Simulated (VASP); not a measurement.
# Sr (P6/mmm) in VASP: a series of runs, part 2 of 2

VASP 6.6.1.

**3. Single point, PBEsol**

This run uses another cell than the first one, of the same volume but with other edges.

The input, INCAR:

```
SYSTEM = Sr
PREC     = Accurate       ! precision mode
ENCUT    = 520            ! plane-wave cutoff, eV
EDIFF    = 1E-6           ! SCF threshold, eV
ISMEAR   = 0              ! smearing method
SIGMA    = 0.03           ! smearing width, eV
LREAL    = .False.        ! projectors in reciprocal space
LASPH    = .True.         ! aspherical terms in the spheres
NELM     = 60             ! most SCF steps
ALGO     = Normal         ! electronic algorithm
ISIF     = 2              ! what is computed and relaxed
LWAVE    = .False.        ! write WAVECAR
LCHARG   = .False.        ! write CHGCAR
GGA      = PS             ! functional
NBANDS   = 11             ! bands
```

The input, KPOINTS:

```
regular mesh
0
Gamma
  6 6 8
  0 0 0
```

The input, POSCAR:

```
Sr
1.0
   10.3397556698      0.0000000000      0.0000000000
   -5.1698778349      8.9544910790      0.0000000000
    0.0000000000      0.0000000000      4.9925107140
Sr
1
Direct
    0.0000000000      0.0000000000      0.0000000000
```

Potentials or basis: VASP PAW PBE potentials, release 64 (Sr_sv).

Run with:

```bash
> cat potpaw_PBE.64/Sr_sv/POTCAR > POTCAR
> mpirun -np 1 vasp_std > vasp.out
```

OUTCAR:

```text
SYSTEM = Sr
   PREC = Accurate
   ENCUT = 520
   EDIFF = 1E-6
   ISMEAR = 0
   LREAL = .False.
   LASPH = .True.
   NELM = 60
   ISIF = 2
   GGA = PS

 ion  position               nearest neighbor table
   1  0.000  0.000  0.000-

  LATTYP: Found a hexagonal cell.
 ALAT       =    10.3397556698
 C/A-ratio  =     0.4828461013

  Lattice vectors:

 A1 = (  10.3397556698,   0.0000000000,   0.0000000000)
 A2 = (  -5.1698778349,   8.9544910790,   0.0000000000)
 A3 = (   0.0000000000,   0.0000000000,   4.9925107140)

Analysis of symmetry for initial positions (statically):
=====================================================================
 Subroutine PRICEL returns:
 Original cell was already a primitive cell.

 Routine SETGRP: Setting up the symmetry group for a
 hexagonal supercell.

 Subroutine GETGRP returns: Found 24 space group operations
 (whereof 24 operations were pure point group operations)
 out of a pool of 24 trial point group operations.

The static configuration has the point symmetry D_6h.

Analysis of symmetry for dynamics (positions and initial velocities):
=====================================================================
 Subroutine PRICEL returns:
 Original cell was already a primitive cell.

 Routine SETGRP: Setting up the symmetry group for a
 hexagonal supercell.

 Subroutine GETGRP returns: Found 24 space group operations
 (whereof 24 operations were pure point group operations)
 out of a pool of 24 trial point group operations.

The dynamic configuration has the point symmetry D_6h.

 Subroutine INISYM returns: Found 24 space group operations
 (whereof 24 operations are pure point group operations),
 and found     1 'primitive' translations

----------------------------------------------------------------------------------------

                                     Primitive cell

  volume of cell :     462.2428

  direct lattice vectors                    reciprocal lattice vectors
    10.339755670  0.000000000  0.000000000     0.096714084  0.055837903  0.000000000
    -5.169877835  8.954491079  0.000000000     0.000000000  0.111675805  0.000000000
     0.000000000  0.000000000  4.992510714     0.000000000  0.000000000  0.200300021

  length of vectors
    10.339755670 10.339755670  4.992510714     0.111675805  0.111675805  0.200300021

  position of ions in fractional coordinates (direct lattice)
     0.000000000  0.000000000  0.000000000

  ion indices of the primitive-cell ions
   primitive index   ion index
                 1           1

----------------------------------------------------------------------------------------

 KPOINTS: regular mesh

Automatic generation of k-mesh.
 Grid dimensions read from file:
 generate k-points for:    6    6    8

 Generating k-lattice:

  Cartesian coordinates                     Fractional coordinates (reciprocal lattice)
     0.016119014  0.009306317  0.000000000     0.166666667  0.000000000  0.000000000
     0.000000000  0.018612634  0.000000000     0.000000000  0.166666667  0.000000000
     0.000000000  0.000000000  0.025037503     0.000000000  0.000000000  0.125000000

  Length of vectors
     0.018612634  0.018612634  0.025037503

  Shift w.r.t. Gamma in fractional coordinates (k-lattice)
     0.000000000  0.000000000  0.000000000

 Subroutine IBZKPT returns following result:
 ===========================================

 Found     35 irreducible k-points:

 Following reciprocal coordinates:
            Coordinates               Weight
  0.000000  0.000000  0.000000      1.000000
  0.166667  0.000000  0.000000      6.000000
  0.333333  0.000000  0.000000      6.000000
  0.500000  0.000000  0.000000      3.000000
  0.166667  0.166667  0.000000      6.000000
  0.333333  0.166667  0.000000     12.000000
[... 16 lines left out ...]
  0.166667  0.000000  0.375000     12.000000
  0.333333  0.000000  0.375000     12.000000
 [... further k-points ...]
   k-points           NKPTS =     35   k-points in BZ     NKDIM =     35   number of bands    NBANDS=     11
   number of dos      NEDOS =    301   number of ions     NIONS =      1
   total plane-waves  NPLWV = 256000
   dimension x,y,z NGX =    80 NGY =   80 NGZ =   40
   dimension x,y,z NGXF=   160 NGYF=  160 NGZF=   80
   ions per type =               1
   NGX,Y,Z   is equivalent  to a cutoff of  12.86, 12.86, 13.32 a.u.
   NGXF,Y,Z  is equivalent  to a cutoff of  25.73, 25.73, 26.64 a.u.
 SYSTEM =  Sr
   PREC   = accura    normal or accurate (medium, high low for compatibility)
   ISTART =      0    job   : 0-new  1-cont  2-samecut
   ICHARG =      2    charge: 1-file 2-atom 10-const
   ISPIN  =      1    spin polarized calculation?
   LNONCOLLINEAR =      F non collinear calculations
   LSORBIT =      F    spin-orbit coupling
   LASPH  =      T    aspherical Exc in radial PAW
   ENCUT  =  520.0 eV  38.22 Ry    6.18 a.u.  19.23 19.23  9.28*2*pi/ulx,y,z
   NELM   =     60;   NELMIN=  2; NELMDL= -5     # of ELM steps
   EDIFF  = 0.1E-05   stopping-criterion for ELM
   LREAL  =      F    real-space projection
   EDIFFG = 0.1E-04   stopping-criterion for IOM
   NSW    =      0    number of steps for IOM
   IBRION =     -1    ionic relax: 0-MD 1-quasi-New 2-CG
   NFREE  =      0    steps in history (QN), initial steepest desc. (CG)
   ISIF   =      2    stress and relaxation
   ISYM   =      2    0-nonsym 1-usesym 2-fastsym
   POTIM  = 0.5000    time-step for ionic-motion
   TEBEG  =    0.0;   TEEND  =   0.0 temperature during run
   PSTRESS=    0.0 pullay stress
   NELECT =      10.0000    total number of electrons
   NUPDOWN=      -1.0000    fix difference up-down
   EMIN   =  10.00;   EMAX   =-10.00  energy-range for DOS
   EFERMI =   0.00;   METHOD = LEGACY
   ISMEAR =     0;   SIGMA  =   0.03  broadening in eV -4-tet -1-fermi 0-gaus
   EFERMI_NEDOS =   21; number of points for ismear=-14 and -15
   IALGO  =     38    algorithm
   IMIX   =      4    mixing-type and parameters
     AMIX     =   0.40;   BMIX     =  1.00
     AMIX_MAG =   1.60;   BMIX_MAG =  1.00
  volume/ion in A,a.u.               =     462.24      3119.37
  Fermi-wavevector in a.u.,A,eV,Ry     =   0.456161  0.862019  2.831138  0.208083
  Thomas-Fermi vector in A             =   1.440167
   LORBIT       =      0    0 simple, 1 ext, 2 COOP (PROOUT), +10 PAW based schemes
   GGA     = PS    functional components
   LHFCALC =     F    Hartree Fock is set to
   AEXX    =    0.0000 exact exchange contribution
   IVDW    =     0    specifies the selected vdW correction
   LEPSILON=     F    determine dielectric tensor
   LRPA    =     F    only Hartree local field effects (RPA)
 non-spin polarized calculation
 Gauss-broadening in eV      SIGMA  =   0.03
  energy-cutoff  :      520.00
  volume of cell :      462.24
 maximum number of plane-waves:     12505
 NGX is ok and might be reduce to    80

 number of electron      10.0000000 magnetization

 Free energy of the ion-electron system (eV)
  ---------------------------------------------------
  ext. energy  EPLUGINS =         0.00000000
  ---------------------------------------------------
  free energy    TOTEN  =        -0.25836975 eV

  energy without entropy =       -0.25836975  energy(sigma->0) =       -0.25836975

 E-fermi :  -1.8866     XC(G=0):  -2.2724

 val. band max:       -2.0495605027   @ k =   0.3333   0.3333   0.5000
 cond. band min:      -1.4588697709   @ k =   0.0000   0.0000   0.5000
 fundamental gap:      0.5906907318
 Fermi energy:        -1.8866076612

 k-point     1 :       0.0000    0.0000    0.0000
  band No.  band energies     occupation
      1     -40.0684      2.00000
      2     -22.0305      2.00000
      3     -22.0305      2.00000
      4     -21.9439      2.00000
      5      -3.5000      2.00000
      6      -1.0148      0.00000
      7      -0.8911      0.00000
      8      -0.8911      0.00000
      9      -0.6939      0.00000
     10      -0.6939      0.00000
     11       0.1167      0.00000
[... 309 lines left out ...]
 k-point    24 :       0.3333    0.0000    0.3750
  band No.  band energies     occupation
      1     -40.0681      2.00000
      2     -22.0294      2.00000
      3     -22.0294      2.00000
      4     -21.9574      2.00000
      5      -2.4901      2.00000
      6      -1.0814      0.00000
      7      -1.0237      0.00000
      8      -0.9932      0.00000
      9      -0.4472      0.00000
     10      -0.4213      0.00000
     11       0.0787      0.00000

 [... further k-points ...]

------------------------ aborting loop because EDIFF is reached ----------------------------------------

  FORCE on cell =-STRESS in cart. coord.  units (eV):
  Direction    XX          YY          ZZ          XY          YZ          ZX
  --------------------------------------------------------------------------------------
  -------------------------------------------------------------------------------------
  Total       -0.0076896     -0.0076896     -0.7072871      0.0000000      0.0000000      0.0000000
  in kB       -0.0266530     -0.0266530     -2.4515240      0.0000000      0.0000000      0.0000000
  external PRESSURE =      -0.8349433 kB  Pullay stress =       0.0000000 kB

 VOLUME and BASIS-vectors are now :
 -----------------------------------------------------------------------------
  energy-cutoff  :      520.00
  volume of cell :      462.24
      direct lattice vectors                 reciprocal lattice vectors
    10.339755670  0.000000000  0.000000000     0.096714084  0.055837903  0.000000000
    -5.169877835  8.954491079  0.000000000     0.000000000  0.111675805  0.000000000
     0.000000000  0.000000000  4.992510714     0.000000000  0.000000000  0.200300021

 POSITION                                       TOTAL-FORCE (eV/Angst)
 -----------------------------------------------------------------------------------
      0.00000      0.00000      0.00000         0.000000      0.000000      0.000000
 -----------------------------------------------------------------------------------
    total drift:                               -0.000000      0.000000     -0.000000

  FREE ENERGIE OF THE ION-ELECTRON SYSTEM (eV)
  ---------------------------------------------------
  free  energy   TOTEN  =        -0.2583697535 eV

  energy  without entropy=       -0.2583697535  energy(sigma->0) =       -0.25836975
```

Wall time 2.5 min (1 thread of Intel Xeon Platinum 8488C (Sapphire Rapids), shared host); peak memory 0.62 GiB.

What came out:

```
Free energy            : -0.2584 eV
Pressure               : -0.1 GPa
Band gap on the k mesh : 0.59 eV (least direct gap 0.62 eV)
```

Levels at points of the mesh, in eV from the valence-band top:
| k point | band 1 | band 2 | band 3 | band 4 | band 5 | band 6 | band 7 | band 8 | band 9 | band 10 |
| --- | --- | --- | --- | --- | --- | --- | --- | --- | --- | --- |
| (0.00, 0.00, 0.00) | -38.02 | -19.98 | -19.98 | -19.89 | -1.45 | 1.03 | 1.16 | 1.16 | 1.36 | 1.36 |
| (0.50, 0.00, 0.00) | -38.02 | -19.98 | -19.98 | -19.89 | -1.43 | 0.88 | 1.09 | 1.10 | 1.34 | 1.42 |
| (0.00, 0.00, 0.50) | -38.02 | -19.98 | -19.98 | -19.91 | -0.03 | 0.59 | 1.04 | 1.04 | 1.66 | 1.66 |
| (0.50, 0.00, 0.50) | -38.02 | -19.98 | -19.98 | -19.91 | 0.00 | 0.61 | 1.01 | 1.03 | 1.65 | 1.68 |

Caveat: the PAW data sets were made with another functional, which shifts forces and pressure a little. A k mesh can miss the band edges.

**4. Single point, PBEsol**

This run uses another cell than the first one, of the same volume but with other edges.

The input, INCAR:

```
SYSTEM = Sr
PREC = Accurate
ENCUT = 520
EDIFF = 1E-7
ISMEAR = 0
SIGMA = 0.03
LREAL = .FALSE.
LASPH = .TRUE.
NELM = 60
ALGO = Normal
ISIF = 2
LWAVE = .FALSE.
LCHARG = .FALSE.
GGA = PS
NBANDS = 11
```

The input, KPOINTS:

```
Automatic mesh
0
G
  6 6 8
  0 0 0
```

The input, POSCAR:

```
Sr
1.0
   11.2973022819      0.0000000000      0.0000000000
   -5.6486511409      9.7837507703      0.0000000000
    0.0000000000      0.0000000000      4.1820580779
Sr
1
Direct
    0.0000000000      0.0000000000      0.0000000000
```

Run with:

```bash
> cat potpaw_PBE.64/Sr_sv/POTCAR > POTCAR
> mpirun -np 1 vasp_std > vasp.out
```

It took 2.1 min on 1 thread of Intel Xeon Platinum 8488C (Sapphire Rapids), shared host; peak memory 0.59 GiB.

Results (log left out):

| Quantity | Value |
| --- | --- |
| Free energy | -0.2699 eV |
| Pressure | 0.1 GPa |

Stress tensor (GPa, compression positive):
```
0.00 0.00 0.00
0.00 0.00 0.00
0.00 0.00 0.35
```

Levels at points of the mesh, in eV from the Fermi level:
```tsv
k point	band 3	band 4	band 5	band 6	band 7	band 8
(0.00, 0.00, 0.00)	-20.37	-20.19	-2.47	0.22	0.25	0.25
(0.50, 0.00, 0.00)	-20.37	-20.19	-2.46	0.11	0.22	0.27
(0.00, 0.00, 0.50)	-20.36	-20.31	-0.12	0.12	0.12	0.14
(0.50, 0.00, 0.50)	-20.36	-20.31	-0.11	0.11	0.11	0.15
```

Caveat: the PAW data sets were made with another functional, which shifts forces and pressure a little.

**5. Single point, PBEsol**

This run uses another cell than the first one, of the same volume but with other edges.

The input, INCAR:

```
SYSTEM = Sr
ALGO = Normal
EDIFF = 1E-6
ENCUT = 520
GGA = PS
ISIF = 2
ISMEAR = 0
LASPH = .True.
LCHARG = .False.
LREAL = .False.
LWAVE = .False.
NBANDS = 11
NELM = 100
PREC = Accurate
SIGMA = 0.03
```

The input, KPOINTS:

```
k-points
0
Gamma
  6 6 8
  0 0 0
```

The input, POSCAR:

```
Sr
1.0
   10.6440391530      0.0000000000      0.0000000000
   -5.3220195765      9.2180083054      0.0000000000
    0.0000000000      0.0000000000      4.7111467403
Sr
1
Direct
    0.0000000000      0.0000000000      0.0000000000
```

Run with:

```bash
> cat potpaw_PBE.64/Sr_sv/POTCAR > POTCAR
> mpirun -np 1 vasp_std > vasp.out
```

Run time: 2.4 min. Hardware: 1 thread of Intel Xeon Platinum 8488C (Sapphire Rapids), shared host; peak memory 0.6 GiB.

It converged, with:

- Free energy: -0.2921 eV
- Pressure: -0.1 GPa
- Band gap on the k mesh: 0.45 eV (least direct gap 0.47 eV)

Stress tensor (GPa, compression positive):
```
 0.00  0.00  0.00
 0.00  0.00  0.00
 0.00  0.00 -0.15
```

Levels at points of the mesh, in eV from the valence-band top:
```
           k point  band 2  band 3  band 4  band 5  band 6  band 7  band 8  band 9
(0.00, 0.00, 0.00)  -20.08  -20.08  -19.96   -1.73    0.83    0.90    0.90    1.18
(0.50, 0.00, 0.00)  -20.08  -20.08  -19.96   -1.71    0.68    0.85    0.90    1.17
(0.00, 0.00, 0.50)  -20.07  -20.07  -19.99   -0.02    0.45    0.80    0.80    1.58
(0.50, 0.00, 0.50)  -20.07  -20.07  -19.99    0.00    0.47    0.78    0.79    1.58
```

Caveat: the PAW data sets were made with another functional, which shifts forces and pressure a little. A k mesh can miss the band edges.

**6. Summary**

```tsv
cell	gap on the mesh (eV)	pressure (GPa)
a = 11.599, b = 11.599, c = 3.967 Å, angles 90.0, 90.0, 120.0°, 1 atom	none	0.1
a = 10.340, b = 10.340, c = 4.993 Å, angles 90.0, 90.0, 120.0°, 1 atom	0.59	-0.1
a = 11.297, b = 11.297, c = 4.182 Å, angles 90.0, 90.0, 120.0°, 1 atom	-	0.1
a = 10.644, b = 10.644, c = 4.711 Å, angles 90.0, 90.0, 120.0°, 1 atom	0.45	-0.1
```

Alike in all rows: task single point; level PBEsol; potentials or basis VASP PAW PBE potentials, release 64 (Sr_sv); no spin polarisation; k mesh 6 × 6 × 8; cutoff (eV) 520; smearing gaussian 0.03 eV.

Caveats: the PAW data sets were made with another functional, which shifts forces and pressure a little.

Absolute energies hang on the potentials; compare differences alone.
